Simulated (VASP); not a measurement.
Here is a VASP 6.6.1 calculation.

INCAR

```
PREC = Accurate
ENCUT = 520
EDIFF = 1E-6
ISMEAR = -1
SIGMA = 0.1
LREAL = F
LASPH = T
NELM = 80
ALGO = Normal
ISIF = 2
LWAVE = F
LCHARG = T
GGA = PE
LELF = T
LVHAR = T
NBANDS = 15
```

The input KPOINTS:

```
regular mesh
0
Gamma
  18 18 10
```

The input POSCAR:

```
Os
1.0
    2.4298154507      0.0000000000      0.0000000000
   -1.2149077254      2.1042819068      0.0000000000
    0.0000000000      0.0000000000      3.8916702959
Os
2
Direct
    0.3333333333      0.6666666667      0.2500000000
    0.6666666667      0.3333333333      0.7500000000
```

Potentials or basis: VASP PAW PBE potentials, release 64 (Os).

Run with:

```bash
$ cat potpaw_PBE.64/Os/POTCAR > POTCAR
$ mpirun -np 1 vasp_std > vasp.out
```

(1) Estimate the band gap on the k mesh.

(2) Estimate the pressure.

## Answers

(1) zero (bands 8 and 9 overlap by 6.84 eV).

(2) 345.6 GPa.

Caveat: the cell stands under pressure; spin-orbit coupling is left out, which moves the levels of the heavy elements.
